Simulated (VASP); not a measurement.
# WS2 (P6_3/mmc) in VASP: further runs, part 3 of 3

VASP 6.6.1.

## (6) Single point, PBE (uniaxial z strain +1.0%)

INCAR reads:

```
SYSTEM = WS2
PREC = Accurate ; ENCUT = 500
EDIFF = 1E-6 ; ISMEAR = -1
SIGMA = 0.02 ; LREAL = .False.
LASPH = .True. ; NELM = 120
ALGO = Normal ; ISIF = 2
LWAVE = .False. ; LCHARG = .True.
GGA = PE ; LELF = .True.
LVHAR = .True. ; NBANDS = 35
GGA_COMPAT = .False.
```

KPOINTS reads:

```
regular mesh
0
Gamma
  12 12 2
  0 0 0
```

POSCAR reads:

```
WS2
1.0
    3.1699462934      0.0000000000      0.0000000000
   -1.5849731467      2.7452540187      0.0000000000
    0.0000000000      0.0000000000     12.6159812580
W S
2 4
Direct
    0.3333333333      0.6666666667      0.2500000000
    0.6666666667      0.3333333333      0.7500000000
    0.6666666667      0.3333333333      0.3739370859
    0.6666666667      0.3333333333      0.1260629141
    0.3333333333      0.6666666667      0.8739370859
    0.3333333333      0.6666666667      0.6260629141
```

Potentials or basis: VASP PAW PBE potentials, release 64 (W_sv, S).

Run with:

```console
$ cat potpaw_PBE.64/W_sv/POTCAR potpaw_PBE.64/S/POTCAR > POTCAR
$ mpirun -np 1 vasp_std > vasp.out
```

OUTCAR:

```text
SYSTEM = WS2
   PREC = Accurate
   ENCUT = 500
   EDIFF = 1E-6
   ISMEAR = -1
   LREAL = .False.
   LASPH = .True.
   NELM = 120
   ISIF = 2
   GGA = PE

 ion  position               nearest neighbor table
   1  0.333  0.667  0.250-   3 2.41   4 2.41   3 2.41   4 2.41   3 2.41   4 2.41
   2  0.667  0.333  0.750-   5 2.41   6 2.41   5 2.41   6 2.41   5 2.41   6 2.41
   3  0.667  0.333  0.374-   1 2.41   1 2.41   1 2.41
   4  0.667  0.333  0.126-   1 2.41   1 2.41   1 2.41
   5  0.333  0.667  0.874-   2 2.41   2 2.41   2 2.41
   6  0.333  0.667  0.626-   2 2.41   2 2.41   2 2.41

  LATTYP: Found a hexagonal cell.
 ALAT       =     3.1699462934
 C/A-ratio  =     3.9798722408

  Lattice vectors:

 A1 = (   3.1699462934,   0.0000000000,   0.0000000000)
 A2 = (  -1.5849731467,   2.7452540187,   0.0000000000)
 A3 = (   0.0000000000,   0.0000000000,  12.6159812580)

Analysis of symmetry for initial positions (statically):
=====================================================================
 Subroutine PRICEL returns:
 Original cell was already a primitive cell.

 Routine SETGRP: Setting up the symmetry group for a
 hexagonal supercell.

 Subroutine GETGRP returns: Found 24 space group operations
 (whereof 12 operations were pure point group operations)
 out of a pool of 24 trial point group operations.

The static configuration has the point symmetry D_3d.
 The point group associated with its full space group is D_6h.

Analysis of symmetry for dynamics (positions and initial velocities):
=====================================================================
 Subroutine PRICEL returns:
 Original cell was already a primitive cell.

 Routine SETGRP: Setting up the symmetry group for a
 hexagonal supercell.

 Subroutine GETGRP returns: Found 24 space group operations
 (whereof 12 operations were pure point group operations)
 out of a pool of 24 trial point group operations.

The dynamic configuration has the point symmetry D_3d.
 The point group associated with its full space group is D_6h.

 Subroutine INISYM returns: Found 24 space group operations
 (whereof 12 operations are pure point group operations),
 and found     1 'primitive' translations

----------------------------------------------------------------------------------------

                                     Primitive cell

  volume of cell :     109.7882

  direct lattice vectors                    reciprocal lattice vectors
     3.169946293  0.000000000  0.000000000     0.315462758  0.182132508  0.000000000
    -1.584973147  2.745254019  0.000000000     0.000000000  0.364265016  0.000000000
     0.000000000  0.000000000 12.615981258     0.000000000  0.000000000  0.079264544

  length of vectors
     3.169946293  3.169946293 12.615981258     0.364265016  0.364265016  0.079264544

  position of ions in fractional coordinates (direct lattice)
     0.333333333  0.666666667  0.250000000
     0.666666667  0.333333333  0.750000000
     0.666666667  0.333333333  0.373937086
     0.666666667  0.333333333  0.126062914
     0.333333333  0.666666667  0.873937086
     0.333333333  0.666666667  0.626062914

  ion indices of the primitive-cell ions
   primitive index   ion index
[... 23 lines left out ...]
     0.030355418  0.030355418  0.039632272

  Shift w.r.t. Gamma in fractional coordinates (k-lattice)
     0.000000000  0.000000000  0.000000000

 Subroutine IBZKPT returns following result:
 ===========================================

 Found     38 irreducible k-points:

 Following reciprocal coordinates:
            Coordinates               Weight
  0.000000  0.000000  0.000000      1.000000
  0.083333 -0.000000  0.000000      6.000000
  0.166667 -0.000000  0.000000      6.000000
  0.250000  0.000000  0.000000      6.000000
  0.333333  0.000000  0.000000      6.000000
  0.416667 -0.000000  0.000000      6.000000
[... 16 lines left out ...]
  0.250000  0.000000  0.500000      6.000000
  0.333333  0.000000  0.500000      6.000000
 [... further k-points ...]
   k-points           NKPTS =     38   k-points in BZ     NKDIM =     38   number of bands    NBANDS=     35
   number of dos      NEDOS =    301   number of ions     NIONS =      6
   total plane-waves  NPLWV =  55296
   dimension x,y,z NGX =    24 NGY =   24 NGZ =   96
   dimension x,y,z NGXF=    48 NGYF=   48 NGZF=  192
   ions per type =               2   4
   NGX,Y,Z   is equivalent  to a cutoff of  12.59, 12.59, 12.65 a.u.
   NGXF,Y,Z  is equivalent  to a cutoff of  25.17, 25.17, 25.30 a.u.
 SYSTEM =  WS2
   PREC   = accura    normal or accurate (medium, high low for compatibility)
   ISTART =      0    job   : 0-new  1-cont  2-samecut
   ICHARG =      2    charge: 1-file 2-atom 10-const
   ISPIN  =      1    spin polarized calculation?
   LNONCOLLINEAR =      F non collinear calculations
   LSORBIT =      F    spin-orbit coupling
   LASPH  =      T    aspherical Exc in radial PAW
   ENCUT  =  500.0 eV  36.75 Ry    6.06 a.u.   5.78  5.78 23.00*2*pi/ulx,y,z
   NELM   =    120;   NELMIN=  2; NELMDL= -5     # of ELM steps
   EDIFF  = 0.1E-05   stopping-criterion for ELM
   LREAL  =      F    real-space projection
   EDIFFG = 0.1E-04   stopping-criterion for IOM
   NSW    =      0    number of steps for IOM
   IBRION =     -1    ionic relax: 0-MD 1-quasi-New 2-CG
   NFREE  =      0    steps in history (QN), initial steepest desc. (CG)
   ISIF   =      2    stress and relaxation
   ISYM   =      2    0-nonsym 1-usesym 2-fastsym
   POTIM  = 0.5000    time-step for ionic-motion
   TEBEG  =    0.0;   TEEND  =   0.0 temperature during run
   PSTRESS=    0.0 pullay stress
   NELECT =      52.0000    total number of electrons
   NUPDOWN=      -1.0000    fix difference up-down
   EMIN   =  10.00;   EMAX   =-10.00  energy-range for DOS
   EFERMI =   0.00;   METHOD = LEGACY
   ISMEAR =    -1;   SIGMA  =   0.02  broadening in eV -4-tet -1-fermi 0-gaus
   EFERMI_NEDOS =   21; number of points for ismear=-14 and -15
   IALGO  =     38    algorithm
   IMIX   =      4    mixing-type and parameters
     AMIX     =   0.40;   BMIX     =  1.00
     AMIX_MAG =   1.60;   BMIX_MAG =  1.00
  volume/ion in A,a.u.               =      18.30       123.48
  Fermi-wavevector in a.u.,A,eV,Ry     =   1.276118  2.411513 22.156772  1.628477
  Thomas-Fermi vector in A             =   2.408792
   LORBIT       =      0    0 simple, 1 ext, 2 COOP (PROOUT), +10 PAW based schemes
   GGA     = PE    functional components
   LHFCALC =     F    Hartree Fock is set to
   AEXX    =    0.0000 exact exchange contribution
   IVDW    =     0    specifies the selected vdW correction
   LEPSILON=     F    determine dielectric tensor
   LRPA    =     F    only Hartree local field effects (RPA)
 non-spin polarized calculation
  energy-cutoff  :      500.00
  volume of cell :      109.79
 maximum number of plane-waves:      2804
 NGX is ok and might be reduce to    24
   NGX = 11   NGY = 11   NGZ = 47

 number of electron      51.9999998 magnetization

 Free energy of the ion-electron system (eV)
  ---------------------------------------------------
  ext. energy  EPLUGINS =         0.00000000
  ---------------------------------------------------
  free energy    TOTEN  =       -47.28502948 eV

  energy without entropy =      -47.28502948  energy(sigma->0) =      -47.28502948

 E-fermi :   7.6469     XC(G=0): -10.7380

 val. band max:        7.0331661779   @ k =   0.0000   0.0000   0.0000
 cond. band min:       8.1443380858   @ k =   0.1667   0.1667   0.0000
 fundamental gap:      1.1111719079
 Fermi energy:         7.6469398538

 k-point     1 :       0.0000    0.0000    0.0000
  band No.  band energies     occupation
      1     -67.5405      2.00000
      2     -67.5405      2.00000
      3     -31.7884      2.00000
      4     -31.7884      2.00000
      5     -31.6287      2.00000
      6     -31.6287      2.00000
[... 901 lines left out ...]
     34      10.9742      0.00000
     35      13.0721      0.00000

 [... further k-points ...]
[... 5 lines left out ...]
  --------------------------------------------------------------------------------------
  -------------------------------------------------------------------------------------
  Total        1.8299516      1.8299516      2.5527638      0.0000000      0.0000000      0.0000000
  in kB       26.7051302     26.7051302     37.2533853      0.0000000      0.0000000      0.0000000
  external PRESSURE =      30.2212152 kB  Pullay stress =       0.0000000 kB

 VOLUME and BASIS-vectors are now :
 -----------------------------------------------------------------------------
  energy-cutoff  :      500.00
  volume of cell :      109.79
      direct lattice vectors                 reciprocal lattice vectors
     3.169946293  0.000000000  0.000000000     0.315462758  0.182132508  0.000000000
    -1.584973147  2.745254019  0.000000000     0.000000000  0.364265016  0.000000000
     0.000000000  0.000000000 12.615981258     0.000000000  0.000000000  0.079264544

 POSITION                                       TOTAL-FORCE (eV/Angst)
 -----------------------------------------------------------------------------------
     -0.00000      1.83017      3.15400         0.000000     -0.000000      0.000000
      1.58497      0.91508      9.46199        -0.000000      0.000000      0.000000
      1.58497      0.91508      4.71758         0.000000     -0.000000      0.197812
      1.58497      0.91508      1.59041        -0.000000      0.000000     -0.197812
     -0.00000      1.83017     11.02557        -0.000000     -0.000000      0.197812
     -0.00000      1.83017      7.89840        -0.000000      0.000000     -0.197812
 -----------------------------------------------------------------------------------
    total drift:                               -0.000000      0.000000     -0.000000

  FREE ENERGIE OF THE ION-ELECTRON SYSTEM (eV)
  ---------------------------------------------------
  free  energy   TOTEN  =       -47.2850294758 eV

  energy  without entropy=      -47.2850294758  energy(sigma->0) =      -47.28502948
```

Run time: 57 s. Hardware: 1 thread of Intel Xeon 6975P-C (Granite Rapids), shared host; peak memory 0.27 GiB.

Results:

| Quantity | Value |
| --- | --- |
| Free energy | -47.2850 eV |
| Pressure | 3.0 GPa |
| Largest force | 0.198 eV/Å |
| Band gap on the k mesh | 1.11 eV, indirect (least direct gap 1.78 eV) |

Forces in eV/Å, atoms in the order of the input:
```
W    0.000  0.000  0.000
W    0.000  0.000  0.000
S    0.000  0.000  0.198
S    0.000  0.000 -0.198
S    0.000  0.000  0.198
S    0.000  0.000 -0.198
```

Stress tensor (GPa, compression positive):
```
2.67 0.00 0.00
0.00 2.67 0.00
0.00 0.00 3.73
```

Caveat: the cell differs from its parent crystal (uniaxial z strain +1.0%); spin-orbit coupling is left out, which moves the levels of the heavy elements; this functional lacks dispersion, which binds the layers, so the pressure and a relaxed spacing across them are unreliable.

## (7) Overview

| cell | gap on the mesh (eV) | pressure (GPa) | largest force (eV/Å) |
| --- | --- | --- | --- |
| a = 3.170, b = 3.170, c = 11.991 Å, angles 90.0, 90.0, 120.0°, 6 atoms | 0.85 | 4.6 | 0.21 |
| a = 3.170, b = 3.170, c = 12.116 Å, angles 90.0, 90.0, 120.0°, 6 atoms | 0.91 | 4.2 | 0.21 |
| a = 3.170, b = 3.170, c = 12.241 Å, angles 90.0, 90.0, 120.0°, 6 atoms | 0.96 | 3.8 | 0.20 |
| a = 3.170, b = 3.170, c = 12.366 Å, angles 90.0, 90.0, 120.0°, 6 atoms | 1.01 | 3.5 | 0.20 |
| a = 3.170, b = 3.170, c = 12.616 Å, angles 90.0, 90.0, 120.0°, 6 atoms | 1.11 | 3.0 | 0.20 |

Alike in all rows: task single point; level PBE; potentials or basis VASP PAW PBE potentials, release 64 (W_sv, S); no spin polarisation; k mesh 12 × 12 × 2; cutoff (eV) 500; smearing fermi-dirac 0.02 eV.

Caveats: spin-orbit coupling is left out, which moves the levels of the heavy elements; this functional lacks dispersion, which binds the layers, so the pressure and a relaxed spacing across them are unreliable.

Absolute energies hang on the potentials; compare differences alone.
